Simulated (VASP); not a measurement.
# ZnO (P6_3mc) in VASP: notebook, part 3 of 3

VASP 6.6.1. The steps go on from the part before.

### Step 5. Relaxation of shape and atoms at fixed volume, RPBE+D4

This run uses another cell than the first one, of 12.06 Å³/atom, 1.004 times its volume.

The input, INCAR:

```
PREC     = Accurate       # precision mode
ENCUT    = 600            # plane-wave cutoff, eV
EDIFF    = 1E-6           # SCF threshold, eV
ISMEAR   = 0              # smearing method
SIGMA    = 0.05           # smearing width, eV
LREAL    = F              # projectors in reciprocal space
LASPH    = T              # aspherical terms in the spheres
NELM     = 80             # most SCF steps
ALGO     = Normal         # electronic algorithm
ISIF     = 4              # what is computed and relaxed
LWAVE    = F              # write WAVECAR
LCHARG   = F              # write CHGCAR
GGA      = RP             # functional
IVDW     = 13             # dispersion correction
IBRION   = 2              # ionic algorithm
NSW      = 60             # ionic steps
EDIFFG   = -0.01          # ionic threshold
```

The input, KPOINTS:

```
Automatic mesh
0
Gamma
  8 8 6
```

The input, POSCAR:

```
ZnO
1.0
    3.2571609224      0.0000000000      0.0000000000
   -1.6285804612      2.8207841031      0.0000000000
    0.0000000000      0.0000000000      5.2521172089
Zn O
2 2
Direct
    0.3333333333      0.6666666667      0.0014489168
    0.6666666667      0.3333333333      0.5014489168
    0.3333333333      0.6666666667      0.3806510832
    0.6666666667      0.3333333333      0.8806510832
```

On the command line:

```sh
$ cat potpaw_PBE.64/Zn/POTCAR potpaw_PBE.64/O/POTCAR > POTCAR
$ mpirun -np 1 vasp_std > vasp.out
```

Run time: 53 s. Hardware: 1 thread of Intel Xeon 6975P-C, shared host; peak memory 0.2 GiB.

Results (log left out):

| Property | Result |
| --- | --- |
| Free energy | -18.3051 eV |
| Pressure after relaxing | 0.9 GPa |
| Largest force after relaxing | 0.004 eV/Å |
| Band gap on the k mesh | 0.85 eV, direct |
| Dispersion energy per atom | -0.501 eV |

Forces in eV/Å, atoms in the order of the input:
```
Zn   0.000  0.000 -0.004
Zn   0.000  0.000 -0.004
O    0.000  0.000  0.004
O    0.000  0.000  0.004
```

Final structure:
```yaml
crystal:
  lattice:
    - [3.25716, 0.00000, 0.00000]
    - [-1.62858, 2.82078, 0.00000]
    - [0.00000, 0.00000, 5.25212]
  atoms:
    - { symbol: Zn, position: [0.33333, 0.66667, 0.00145] }
    - { symbol: Zn, position: [0.66667, 0.33333, 0.50145] }
    - { symbol: O, position: [0.33333, 0.66667, 0.38065] }
    - { symbol: O, position: [0.66667, 0.33333, 0.88065] }
```

Levels at points of the mesh, in eV from the valence-band top:
```tsv
k point	band 16	band 17	band 18	band 19	band 20	band 21
(0.00, 0.00, 0.00)	-0.08	0.00	0.00	0.85	5.27	8.27
(0.50, 0.00, 0.00)	-2.21	-1.26	-0.82	5.80	6.98	7.68
(0.00, 0.00, 0.50)	-0.38	-0.38	-0.38	3.50	3.50	10.12
(0.50, 0.00, 0.50)	-1.47	-1.35	-1.35	5.79	5.79	8.45
```

Caveat: the relaxation stopped at its first step, so nothing moved; the PAW data sets were made with another functional, which shifts forces and pressure a little.

### Step 6. Relaxation of shape and atoms at fixed volume, revPBE+D3(BJ)

This run uses another cell than the first one, of 12.07 Å³/atom, 1.004 times its volume.

The input, INCAR:

```
SYSTEM = ZnO
PREC = Accurate ; ENCUT = 600
EDIFF = 1E-6 ; ISMEAR = 0
SIGMA = 0.05 ; LREAL = .False.
LASPH = .True. ; NELM = 80
ALGO = Normal ; ISIF = 4
LWAVE = .False. ; LCHARG = .False.
GGA = RE ; IVDW = 12
IBRION = 2 ; NSW = 60
EDIFFG = -0.01
```

The input, KPOINTS:

```
regular mesh
0
Gamma
  8 8 6
  0 0 0
```

The input, POSCAR:

```
ZnO
1.0
    3.2575084998      0.0000000000      0.0000000000
   -1.6287542499      2.8210851139      0.0000000000
    0.0000000000      0.0000000000      5.2526776716
Zn O
2 2
Direct
    0.3333333333      0.6666666667      0.0014489168
    0.6666666667      0.3333333333      0.5014489168
    0.3333333333      0.6666666667      0.3806510832
    0.6666666667      0.3333333333      0.8806510832
```

Potentials or basis: VASP PAW PBE potentials, release 64 (Zn, O).

On the command line:

```sh
$ cat potpaw_PBE.64/Zn/POTCAR potpaw_PBE.64/O/POTCAR > POTCAR
$ mpirun -np 1 vasp_std > vasp.out
```

OUTCAR:

```text
SYSTEM = ZnO
   PREC = Accurate
   ENCUT = 600
   EDIFF = 1E-6
   ISMEAR = 0
   LREAL = .False.
   LASPH = .True.
   NELM = 80
   ISIF = 4
   GGA = RE
   IVDW = 12
   IBRION = 2
   NSW = 60
   EDIFFG = -0.01
 IVDW          = 12

 ion  position               nearest neighbor table
   1  0.333  0.667  0.001-   4 1.98   4 1.98   4 1.98   3 1.99
   2  0.667  0.333  0.501-   3 1.98   3 1.98   3 1.98   4 1.99
   3  0.333  0.667  0.381-   2 1.98   2 1.98   2 1.98   1 1.99
[... 809 lines left out ...]
  FORCE on cell =-STRESS in cart. coord.  units (eV):
  Direction    XX          YY          ZZ          XY          YZ          ZX
  --------------------------------------------------------------------------------------
  -------------------------------------------------------------------------------------
  Total       0.30691     0.30691     0.36691     0.00000     0.00000     0.00000
  in kB      10.18678    10.18678    12.17827     0.00000     0.00000     0.00000
  external pressure =       10.85 kB  Pullay stress =        0.00 kB

 VOLUME and BASIS-vectors are now :
 -----------------------------------------------------------------------------
  energy-cutoff  :      600.00
  volume of cell :       48.27
      direct lattice vectors                 reciprocal lattice vectors
     3.257508500  0.000000000  0.000000000     0.306983082  0.177236765  0.000000000
    -1.628754250  2.821085114  0.000000000     0.000000000  0.354473530  0.000000000
     0.000000000  0.000000000  5.252677672     0.000000000  0.000000000  0.190379091

 POSITION                                       TOTAL-FORCE (eV/Angst)
 -----------------------------------------------------------------------------------
     -0.00000      1.88072      0.00761        -0.000000      0.000000      0.000472
      1.62875      0.94036      2.63395        -0.000000     -0.000000      0.000472
     -0.00000      1.88072      1.99944         0.000000      0.000000     -0.000472
      1.62875      0.94036      4.62578        -0.000000     -0.000000     -0.000472
 -----------------------------------------------------------------------------------
    total drift:                               -0.000000      0.000000     -0.002282

  FREE ENERGIE OF THE ION-ELECTRON SYSTEM (eV)
  ---------------------------------------------------
  free  energy   TOTEN  =       -18.2559305081 eV

  energy  without entropy=      -18.2559305081  energy(sigma->0) =      -18.25593051

 reached required accuracy - stopping structural energy minimisation
```

Run time: 52 s. Hardware: 1 thread of Intel Xeon 6975P-C, shared host; peak memory 0.2 GiB.

What came out:

* Free energy: -18.2559 eV
* Pressure after relaxing: 1.1 GPa
* Band gap on the k mesh: 0.83 eV, direct
* Dispersion energy per atom: -0.435 eV

Final structure:
```xyz
4
Lattice="3.2575 0.0000 0.0000 -1.6288 2.8211 0.0000 0.0000 0.0000 5.2527" Properties=species:S:1:pos:R:3 pbc="T T T"
Zn    0.0000    1.8807    0.0076
Zn    1.6288    0.9404    2.6339
O     0.0000    1.8807    1.9994
O     1.6288    0.9404    4.6258
```

Caveat: the relaxation stopped at its first step, so nothing moved; the PAW data sets were made with another functional, which shifts forces and pressure a little. Expect the measured gap to be larger: semilocal functionals such as revPBE lack the derivative discontinuity.

### Step 7. Overview

```tsv
level	cell	gap on the mesh (eV)	pressure (GPa)
PBEsol	relaxed from a = 3.253, b = 3.253, c = 5.246 Å, angles 90.0, 90.0, 120.0°, 4 atoms	0.66	-2.0
PBE+D4	relaxed from a = 3.253, b = 3.253, c = 5.245 Å, angles 90.0, 90.0, 120.0°, 4 atoms	0.77	1.0
RPBE+D4	relaxed from a = 3.255, b = 3.255, c = 5.249 Å, angles 90.0, 90.0, 120.0°, 4 atoms	0.86	1.1
RPBE+D4	relaxed from a = 3.257, b = 3.257, c = 5.252 Å, angles 90.0, 90.0, 120.0°, 4 atoms	0.85	0.9
revPBE+D3(BJ)	relaxed from a = 3.258, b = 3.258, c = 5.253 Å, angles 90.0, 90.0, 120.0°, 4 atoms	0.83	1.1
```

Alike in all rows: task relaxation of shape and atoms at fixed volume; potentials or basis VASP PAW PBE potentials, release 64 (Zn, O); no spin polarisation; k mesh 8 × 8 × 6; cutoff (eV) 600; smearing gaussian 0.05 eV.

Caveats: the relaxation stopped at its first step, so nothing moved; the PAW data sets were made with another functional, which shifts forces and pressure a little (some runs).

Total energies depend on the potentials used, so only differences within one code and one set of settings carry meaning.
